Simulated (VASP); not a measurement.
## Cu: single point with LDA

Crystal: Cu.

```
Cu
1.0
     0.00000    2.53965    2.53965
     2.53965    0.00000    2.53965
     2.53965    2.53965    0.00000
Cu
2
Direct
  0.12500 0.12500 0.12500
  0.87500 0.87500 0.87500
```

This cell differs from its parent crystal: volume scaled by 0.96.

| Item | Value |
| --- | --- |
| Program | VASP 6.6.1 |
| Task | single point |
| Functional | LDA |
| Potentials or basis | VASP PAW LDA potentials, release 64 (Cu) |
| Cutoff | 520 eV |
| k mesh | 12 × 12 × 12 |
| Occupations | fermi-dirac, width 0.1 eV |
| Spin | no spin polarisation |
| Dipole correction | no |
| Further INCAR settings | ALGO = Normal; EDIFF = 1e-06; NBANDS = 18 |

```yaml
Pressure: 3.8 GPa
Band_gap_on_the_k_mesh: zero (band 11 reaches 4.54 eV, above the bottom of band 12 at 3.47 eV)
```

Levels at points of the mesh, in eV from the Fermi level:
```
           k point  band 7  band 8  band 9  band 10  band 11  band 12  band 13  band 14  band 15  band 16
(0.00, 0.00, 0.00)   -2.18   -2.18   -2.18    -1.33    -1.33    10.87    10.87    10.87    11.63    11.63
(0.50, 0.00, 0.00)   -1.92   -1.89   -1.89    -1.46    -1.46    -0.33     7.78     7.78    12.07    12.12
(0.50, 0.50, 0.00)   -2.37   -2.37   -1.35    -1.35     0.28     0.28     3.91     3.91     8.68     8.68
```

Run time: 25 s on 1 thread of Intel(R) Xeon(R) Platinum 8488C (Sapphire Rapids) (shared host), peak memory 0.16 GiB.
